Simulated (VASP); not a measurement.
# Ge2Sb2O (P6/mmm) in VASP: relaxation of cell and atoms with PBE

Aim: the relaxation of cell and atoms of Ge2Sb2O with PBE.

All numbers are computed with VASP 6.6.1; they aren't measurements. Logs are shortened: lines on timing, memory, paths and dates and some standing lists are left out, and cuts for length are marked.

## (1) The cell of the first run

It takes space group P6/mmm (No. 191, hexagonal). The conventional cell has a = 4.838 Å, b = 4.838 Å, c = 5.756 Å, α = 90.00°, β = 90.00°, γ = 120.00°. Within 3.7 Å of Ge (site symmetry -6m2) lie 3 Ge at 2.79 Å and 3 O at 2.79 Å and 2 Sb at 2.88 Å. Within 3.7 Å of Sb (site symmetry -6m2) lie 3 Sb at 2.79 Å and 2 Ge at 2.88 Å. Within 3.7 Å of O (site symmetry 6/mmm) lie 6 Ge at 2.79 Å.

The cell was generated, and may not be a known phase.

## (2) Relaxation of cell and atoms, PBE

File INCAR:

```
SYSTEM = Ge2Sb2O
PREC = Accurate
ENCUT = 600
EDIFF = 1E-7
ISMEAR = 0
SIGMA = 0.1
LREAL = .False.
LASPH = .True.
NELM = 120
ALGO = Normal
ISIF = 3
LWAVE = .False.
LCHARG = .False.
GGA = PE
IBRION = 2
NSW = 100
EDIFFG = -0.01
GGA_COMPAT = .False.
NELMIN = 4
```

File KPOINTS:

```
Automatic mesh
0
Gamma
  12 12 8
  0 0 0
```

File POSCAR:

```
Ge2Sb2O
1.0
    4.8376123416      0.0000000000      0.0000000000
   -2.4188061708      4.1894951815      0.0000000000
    0.0000000000      0.0000000000      5.7558163104
Ge Sb O
2 2 1
Direct
    0.3333333333      0.6666666667      0.0000000000
    0.6666666667      0.3333333333      0.0000000000
    0.3333333333      0.6666666667      0.5000000000
    0.6666666667      0.3333333333      0.5000000000
    0.0000000000      0.0000000000      0.0000000000
```

Potentials or basis: VASP PAW PBE potentials, release 64 (Ge_d, Sb, O).

The run is started by

```console
cat potpaw_PBE.64/Ge_d/POTCAR potpaw_PBE.64/Sb/POTCAR potpaw_PBE.64/O/POTCAR > POTCAR
mpirun -np 1 vasp_std > vasp.out
```

OUTCAR:

```text
SYSTEM = Ge2Sb2O
   PREC = Accurate
   ENCUT = 600
   EDIFF = 1E-7
   ISMEAR = 0
   LREAL = .False.
   LASPH = .True.
   NELM = 120
   ISIF = 3
   GGA = PE
   IBRION = 2
   NSW = 100
   EDIFFG = -0.01
   NELMIN = 4

 ion  position               nearest neighbor table
   1  0.333  0.667  0.000-   2 2.79   2 2.79   2 2.79   3 2.88   3 2.88
   2  0.667  0.333  0.000-   1 2.79   1 2.79   1 2.79   4 2.88   4 2.88
   3  0.333  0.667  0.500-   4 2.79   4 2.79   4 2.79   1 2.88   1 2.88
   4  0.667  0.333  0.500-   3 2.79   3 2.79   3 2.79   2 2.88   2 2.88
   5  0.000  0.000  0.000-

  LATTYP: Found a hexagonal cell.
 ALAT       =     4.8376123416
 C/A-ratio  =     1.1898051981

  Lattice vectors:

 A1 = (   4.8376123416,   0.0000000000,   0.0000000000)
 A2 = (  -2.4188061708,   4.1894951815,   0.0000000000)
 A3 = (   0.0000000000,   0.0000000000,   5.7558163104)

Analysis of symmetry for initial positions (statically):
=====================================================================
 Subroutine PRICEL returns:
 Original cell was already a primitive cell.

 Routine SETGRP: Setting up the symmetry group for a
 hexagonal supercell.

 Subroutine GETGRP returns: Found 24 space group operations
 (whereof 24 operations were pure point group operations)
 out of a pool of 24 trial point group operations.

The static configuration has the point symmetry D_6h.

Analysis of symmetry for dynamics (positions and initial velocities):
=====================================================================
 Subroutine PRICEL returns:
 Original cell was already a primitive cell.

 Routine SETGRP: Setting up the symmetry group for a
 hexagonal supercell.

 Subroutine GETGRP returns: Found 24 space group operations
 (whereof 24 operations were pure point group operations)
 out of a pool of 24 trial point group operations.

The dynamic configuration has the point symmetry D_6h.

 Subroutine INISYM returns: Found 24 space group operations
 (whereof 24 operations are pure point group operations),
 and found     1 'primitive' translations

----------------------------------------------------------------------------------------

                                     Primitive cell

  volume of cell :     116.6540

  direct lattice vectors                    reciprocal lattice vectors
[... 100 lines left out ...]
   ISYM   =      2    0-nonsym 1-usesym 2-fastsym
   POTIM  = 0.5000    time-step for ionic-motion
   TEBEG  =    0.0;   TEEND  =   0.0 temperature during run
   PSTRESS=    0.0 pullay stress
   NELECT =      44.0000    total number of electrons
   NUPDOWN=      -1.0000    fix difference up-down
   EMIN   =  10.00;   EMAX   =-10.00  energy-range for DOS
   EFERMI =   0.00;   METHOD = LEGACY
   ISMEAR =     0;   SIGMA  =   0.10  broadening in eV -4-tet -1-fermi 0-gaus
   EFERMI_NEDOS =   21; number of points for ismear=-14 and -15
   IALGO  =     38    algorithm
   IMIX   =      4    mixing-type and parameters
     AMIX     =   0.40;   BMIX     =  1.00
     AMIX_MAG =   1.60;   BMIX_MAG =  1.00
  volume/ion in A,a.u.               =      23.33       157.44
  Fermi-wavevector in a.u.,A,eV,Ry     =   1.182840  2.235243 19.036038  1.399109
  Thomas-Fermi vector in A             =   2.319086
   LORBIT       =      0    0 simple, 1 ext, 2 COOP (PROOUT), +10 PAW based schemes
   GGA     = PE    functional components
   LHFCALC =     F    Hartree Fock is set to
   AEXX    =    0.0000 exact exchange contribution
   IVDW    =     0    specifies the selected vdW correction
   LEPSILON=     F    determine dielectric tensor
   LRPA    =     F    only Hartree local field effects (RPA)
 conjugate gradient relaxation of ions
 non-spin polarized calculation
 Gauss-broadening in eV      SIGMA  =   0.10
  energy-cutoff  :      600.00
  volume of cell :      116.65
 maximum number of plane-waves:      3920
 NGX is ok and might be reduce to    40
   NGX = 19   NGY = 19   NGZ = 23

--------------------------------------- Ionic step        1  -------------------------------------------

 number of electron      43.9999996 magnetization

 Free energy of the ion-electron system (eV)
  ---------------------------------------------------
  ext. energy  EPLUGINS =         0.00000000
  ---------------------------------------------------
  free energy    TOTEN  =       -20.65860470 eV

  energy without entropy =      -20.64803169  energy(sigma->0) =      -20.65331820

------------------------ aborting loop because EDIFF is reached ----------------------------------------

  FORCE on cell =-STRESS in cart. coord.  units (eV):
  Direction    XX          YY          ZZ          XY          YZ          ZX
  --------------------------------------------------------------------------------------
  -------------------------------------------------------------------------------------
  Total       -0.3013214     -0.3013214      0.1890347      0.0000000     -0.0000000      0.0000000
  in kB       -4.1384795     -4.1384795      2.5962855      0.0000000     -0.0000000      0.0000000
  external PRESSURE =      -1.8935578 kB  Pullay stress =       0.0000000 kB
[... 65 lines left out ...]
--------------------------------------- Ionic step        3  -------------------------------------------

 number of electron      43.9999995 magnetization

 Free energy of the ion-electron system (eV)
  ---------------------------------------------------
  ext. energy  EPLUGINS =         0.00000000
  ---------------------------------------------------
  free energy    TOTEN  =       -20.65947724 eV

  energy without entropy =      -20.64906207  energy(sigma->0) =      -20.65426966

 E-fermi :   5.3784     XC(G=0):  -9.7464

 val. band max:        5.3781902623   @ k =   0.1667   0.1667   0.3750
 cond. band min:       5.3839679928   @ k =   0.1667   0.0833   0.2500
 fundamental gap:      0.0057777305
 Fermi energy:         5.3783696672

 k-point     1 :       0.0000    0.0000    0.0000
  band No.  band energies     occupation
      1     -19.3331      2.00000
      2     -19.3202      2.00000
      3     -19.3202      2.00000
      4     -19.3070      2.00000
      5     -19.3070      2.00000
      6     -19.2691      2.00000
[... 685 lines left out ...]
     25       7.6920      0.00000
     26       8.6795      0.00000

 [... further k-points ...]

------------------------ aborting loop because EDIFF is reached ----------------------------------------

  FORCE on cell =-STRESS in cart. coord.  units (eV):
  Direction    XX          YY          ZZ          XY          YZ          ZX
  --------------------------------------------------------------------------------------
  -------------------------------------------------------------------------------------
  Total        0.0167306      0.0167306      0.0468800      0.0000000      0.0000000      0.0000000
  in kB        0.2305454      0.2305454      0.6460011      0.0000000      0.0000000      0.0000000
  external PRESSURE =       0.3690306 kB  Pullay stress =       0.0000000 kB
[... 20 lines left out ...]
  FREE ENERGIE OF THE ION-ELECTRON SYSTEM (eV)
  ---------------------------------------------------
  free  energy   TOTEN  =       -20.6594772397 eV

  energy  without entropy=      -20.6490620716  energy(sigma->0) =      -20.65426966

 reached required accuracy - stopping structural energy minimisation
```

Run time: 18 min. Hardware: 1 thread of Oxide Virtual Turin-like, shared host; peak memory 0.48 GiB.

Results:

```
Free energy                           : -20.6595 eV
Relaxed volume                        : 23.25 Å³/atom
Relaxed cell                          : a = 4.826 Å, b = 4.826 Å, c = 5.764 Å, α = 90.00°, β = 90.00°, γ = 120.00°
Space group after relaxing (to 0.1 Å) : P6/mmm (No. 191)
Energy gained by relaxing             : 0.2 meV/atom
Ionic steps                           : 3
Pressure after relaxing               : 0.0 GPa
Band gap on the k mesh                : zero (bands 22 and 23 overlap by 1.88 eV)
```

The path:
```
step  energy change (eV)  largest force (eV/Å)  pressure (GPa)  volume (Å³)
   1              0.0000                0.0000           -0.19       116.65
   2             -0.0008                0.0000            0.08       116.19
   3             -0.0009                0.0000            0.04       116.27
```

Final structure:
```
CELL_PARAMETERS angstrom
4.82599 0.00000 0.00000
-2.41300 4.17943 0.00000
0.00000 0.00000 5.76449
ATOMIC_POSITIONS crystal
Ge 0.33333 0.66667 0.00000
Ge 0.66667 0.33333 0.00000
Sb 0.33333 0.66667 0.50000
Sb 0.66667 0.33333 0.50000
O 0.00000 0.00000 0.00000
```

Caveat: spin-orbit coupling is left out, which moves the levels of the heavy elements.
